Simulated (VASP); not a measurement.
Here is a VASP 6.6.1 calculation.

INCAR

```
SYSTEM = Os
ALGO = Normal ; EDIFF = 1E-6
ENCUT = 600 ; GGA = PE
GGA_COMPAT = .False. ; ISIF = 2
ISMEAR = 0 ; LASPH = .True.
LCHARG = .False. ; LREAL = .False.
LWAVE = .False. ; NBANDS = 10
NELM = 120 ; PREC = Accurate
SIGMA = 0.1
```

The input KPOINTS:

```
k-points
0
Gamma
  3 3 3
  0 0 0
```

POSCAR

```
Os
1.0
    0.0000000000      1.9220413878      1.9220413878
    1.9220413878      0.0000000000      1.9220413878
    1.9220413878      1.9220413878      0.0000000000
Os
1
Direct
    0.0000000000      0.0000000000      0.0000000000
```

Potentials or basis: VASP PAW PBE potentials, release 64 (Os).

Run with:

```console
$ cat potpaw_PBE.64/Os/POTCAR > POTCAR
$ mpirun -np 1 vasp_std > vasp.out
```

Problem. Estimate the pressure.

Solution. 27.9 GPa.

Problem. What does it give for the band gap on the k mesh?

Solution. Zero (bands 4 and 5 overlap by 0.71 eV).

Caveat: the k points lie up to 0.94 Å⁻¹ apart, too coarse for converged energies and pressures of a metal; spin-orbit coupling is left out, which moves the levels of the heavy elements.
